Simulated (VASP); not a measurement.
Wanted: the native input for a VASP 6.6.1 run.

```
Task                   : single point
Functional             : PBE
Potentials or basis    : VASP PAW PBE potentials, release 64 (Pb_d, Te)
Cutoff                 : 520 eV
k mesh                 : 8 × 8 × 8
Occupations            : fermi-dirac, width 0.02 eV
Spin                   : no spin polarisation
Dipole correction      : no
Further INCAR settings : ALGO = Normal; EDIFF = 1e-06; NBANDS = 17
```

The structure of TePb lies in POSCAR:

```
TePb
1.0
    0.0439304361      3.2790893661      3.2790893661
    3.2790893661      0.0439304361      3.2790893661
    3.2790893661      3.2790893661      0.0439304361
Pb Te
1 1
Direct
    0.0000000000      0.0000000000      0.0000000000
    0.5000000000      0.5000000000      0.5000000000
```

This cell differs from its parent crystal: epitaxial 111 strain -1.0%.

One way to write it, as run:

INCAR

```
SYSTEM = TePb
ALGO = Normal
EDIFF = 1E-6
ENCUT = 520
GGA = PE
ISIF = 2
ISMEAR = -1
LASPH = .True.
LCHARG = .False.
LREAL = .False.
LWAVE = .False.
NBANDS = 17
NELM = 100
PREC = Accurate
SIGMA = 0.02
```

KPOINTS

```
k-points
0
Gamma
  8 8 8
  0 0 0
```

Potentials or basis: VASP PAW PBE potentials, release 64 (Pb_d, Te).

Command:

```console
$ cat potpaw_PBE.64/Pb_d/POTCAR potpaw_PBE.64/Te/POTCAR > POTCAR
$ mpirun -np 1 vasp_std > vasp.out
```

It gave:

```
Pressure               : 1.0 GPa
Band gap on the k mesh : 0.66 eV, indirect (least direct gap 0.77 eV)
```

Caveat: the cell differs from its parent crystal (epitaxial 111 strain -1.0%); spin-orbit coupling is left out, which moves the levels of the heavy elements.

It took 26 s on 1 thread of Intel(R) Xeon(R) 6975P-C (Granite Rapids), on a shared host, peak memory 0.25 GiB.
